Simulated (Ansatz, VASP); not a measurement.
# PbO2: VASP beside Ansatz

```
CELL_PARAMETERS angstrom
4.98385 0.00000 0.00000
0.00000 4.98385 0.00000
0.00000 0.00000 3.40762
ATOMIC_POSITIONS crystal
Pb 0.00000 0.00000 0.00000
Pb 0.50000 0.50000 0.50000
O 0.30721 0.30721 0.00000
O 0.19279 0.80721 0.50000
O 0.80721 0.19279 0.50000
O 0.69279 0.69279 0.00000
```

Alike in both runs: task single point; functional PBE-based screened hybrid; k mesh 2 × 2 × 4; no spin polarisation.

|  | VASP | Ansatz |
| --- | --- | --- |
| version | VASP 6.6.1 | Ansatz 0.2.0 |
| potentials or method | VASP PAW PBE potentials, release 64 (Pb_d, O) | plane waves |
| plane-wave cutoff (eV) | 520 | 420 |
| occupations | gaussian, width 0.01 eV | fixed |
| valence electrons in the cell | 52 | 52 |

|  | VASP | Ansatz | Ansatz less VASP |
| --- | --- | --- | --- |
| gap on the k mesh at the Fermi level (eV) | 2.62 | 2.64 | +0.021 |
| pressure (GPa) | -19.9 | -20.2 | -0.28 |
| traceless stress, the component that is largest in VASP (GPa) | -5.17 | -5.66 | -0.495 |
| rms of the force components (eV/Å) | 0.133 | 0.143 | +0.0101 |

VASP's potentials were made for PBE, not for PBE-based screened hybrid. Atom by atom the forces differ by 0.010 eV/Å (rms over components). Ansatz's warnings: stress exchange threshold loose, stress scf threshold loose.

The k mesh is coarse, so the values compare programs but aren't converged. Neither program's run includes spin-orbit coupling.
